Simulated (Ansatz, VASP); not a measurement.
**One calculation of AlN, two programs**

POSCAR

```
AlN
1.0
    0.0000000000      2.1848764830      2.1848764830
    2.1848764830      0.0000000000      2.1848764830
    2.1848764830      2.1848764830      0.0000000000
Al N
1 1
Direct
    0.0000000000      0.0000000000      0.0000000000
    0.7500000000      0.7500000000      0.7500000000
```

File INCAR.step1:

```
SYSTEM = AlN
PREC = Accurate ; ENCUT = 520
ISMEAR = 0 ; SIGMA = 0.01
LREAL = .False. ; LASPH = .True.
NELM = 80 ; NBANDS = 11
GGA = PE ; ALGO = Normal
EDIFF = 1E-4 ; LWAVE = .True.
LCHARG = .False.
```

INCAR.step2

```
SYSTEM = AlN
PREC = Accurate ; ENCUT = 520
EDIFF = 1E-6 ; ISMEAR = 0
SIGMA = 0.01 ; LREAL = .False.
LASPH = .True. ; NELM = 80
ALGO = Normal ; ISIF = 2
LWAVE = .False. ; LCHARG = .True.
METAGGA = R2SCAN ; LMIXTAU = .True.
LELF = .True. ; LVHAR = .True.
NBANDS = 11 ; ISTART = 1
```

Contents of KPOINTS:

```
regular mesh
0
Gamma
  10 10 10
  0 0 0
```

Input for Ansatz:

```yaml
crystal:
  lattice:
    - [0.0, 2.184876483, 2.184876483]
    - [2.184876483, 0.0, 2.184876483]
    - [2.184876483, 2.184876483, 0.0]
  atoms:
    - { symbol: Al, position: [0.0, 0.0, 0.0] }
    - { symbol: "N", position: [0.75, 0.75, 0.75] }
kpoints:
  mp_grid: { grid: [10, 10, 10] }
  band_path:
    path:
      - [0.0, 0.0, 0.0]
      - [-0.5, -0.5, 0.0]
      - [-0.375, -0.375, 0.25]
      - [-0.375, 0.0, 0.375]
      - [0.0, 0.0, 0.5]
      - [-0.5, -0.25, 0.25]
      - [0.0, 0.5, 0.5]
    npoints: 1
hamiltonian:
  xc: r2scan
scf:
  occupations: { method: fixed }
  n_extra_bands: 4
output:
  forces: true
  stress: true
  eigenvalues: true
```

Alike in both runs: task single point; functional r2SCAN; k mesh 10 × 10 × 10; no spin polarisation.

```csv
,VASP,Ansatz
version,VASP 6.6.1,Ansatz 0.2.0
potentials or method,"VASP PAW PBE potentials, release 64 (Al, N)","plane waves, PAW"
plane-wave cutoff (eV),520,500
occupations,"gaussian, width 0.01 eV",fixed
valence electrons in the cell,8,8
```

```csv
,VASP,Ansatz,Ansatz less VASP
gap on the k mesh at the Fermi level (eV),3.93,3.94,+0.007
pressure (GPa),-0.4,0.0,+0.39
```

VASP's potentials were made for PBE, not for r2SCAN.
